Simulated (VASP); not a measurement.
Here is a VASP 6.6.1 calculation.

File INCAR:

```
  PREC = Accurate
  ENCUT = 520
  EDIFF = 1E-7
  ISMEAR = -1
  SIGMA = 0.03
  LREAL = F
  LASPH = T
  NELM = 80
  ALGO = Normal
  ISIF = 2
  LWAVE = F
  LCHARG = F
  GGA = PE
  NBANDS = 21
```

File KPOINTS:

```
Automatic mesh
0
Gamma
  14 14 8
```

File POSCAR:

```
Ru
1.0
    2.6510333155      0.0000000000      0.0000000000
   -1.3255166578      2.2958621976      0.0000000000
    0.0000000000      0.0000000000      4.1952333309
Ru
2
Direct
    0.3333333333      0.6666666667      0.2500000000
    0.6666666667      0.3333333333      0.7500000000
```

Potentials or basis: VASP PAW PBE potentials, release 64 (Ru_pv).

Command:

```sh
$ cat potpaw_PBE.64/Ru_pv/POTCAR > POTCAR
$ mpirun -np 1 vasp_std > vasp.out
```

(1) Predict the band gap on the k mesh.

(2) Predict the pressure.

## Answers

(1) zero (band 14 reaches 15.80 eV, above the bottom of band 15 at 12.34 eV).

(2) 28.3 GPa.
